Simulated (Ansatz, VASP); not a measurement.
**Two plane-wave programs on LiF**

File INCAR:

```
PREC     = Accurate       # precision mode
ENCUT    = 520            # plane-wave cutoff, eV
EDIFF    = 1E-6           # SCF threshold, eV
ISMEAR   = 0              # smearing method
SIGMA    = 0.05           # smearing width, eV
LREAL    = F              # projectors in reciprocal space
LASPH    = T              # aspherical terms in the spheres
NELM     = 60             # most SCF steps
ALGO     = Normal         # electronic algorithm
ISIF     = 2              # what is computed and relaxed
LWAVE    = F              # write WAVECAR
LCHARG   = T              # write CHGCAR
GGA      = PE             # functional
LELF     = T              # ELF
LVHAR    = T            
NBANDS   = 12             # bands
```

Contents of KPOINTS:

```
regular mesh
0
Gamma
  10 10 10
```

The input POSCAR:

```
LiF
1.0
    2.5595330000      0.0000000000      0.0000000000
    0.0000000000      2.5851283300      0.0000000000
    0.0000000000      0.0000000000      2.5595330000
Li F
1 1
Direct
    0.0000000000      0.0000000000      0.0000000000
    0.5000000000      0.5000000000      0.5000000000
```

Input for Ansatz:

```yaml
crystal:
  lattice:
    - [2.559533, 0.0, 0.0]
    - [0.0, 2.58512833, 0.0]
    - [0.0, 0.0, 2.559533]
  atoms:
    - { symbol: Li, position: [0.0, 0.0, 0.0] }
    - { symbol: F, position: [0.5, 0.5, 0.5] }
basis:
  ecutwfc: 420
kpoints:
  mp_grid: { grid: [10, 10, 10] }
hamiltonian:
  xc: pbe
scf:
  occupations: { method: gaussian, width: 0.05 }
output:
  forces: true
  stress: true
  eigenvalues: true
```

Change from the starting cell: strain +0.0100 x Voigt [0, 1, 0, 0, 0, 0], atoms carried along.

Alike in both runs: task single point; functional PBE; k mesh 10 × 10 × 10; occupations gaussian, width 0.05 eV; no spin polarisation.

```csv
,VASP,Ansatz
version,VASP 6.6.1,Ansatz 0.2.0
potentials or method,"VASP PAW PBE potentials, release 64 (Li_sv, F), cutoff 520 eV","scalar-relativistic, plane waves, PAW"
valence electrons in the cell,10,10
```

```csv
,VASP,Ansatz,Ansatz less VASP
gap on the k mesh at the Fermi level (eV),7.41,7.40,-0.008
least direct gap on the mesh (eV),8.05,8.05,-0.008
```

With one functional, cell and mesh, what is left measures potentials, basis and numerics.

Noted on VASP's run: the cutoff is short for stress, so the pressure is rough.
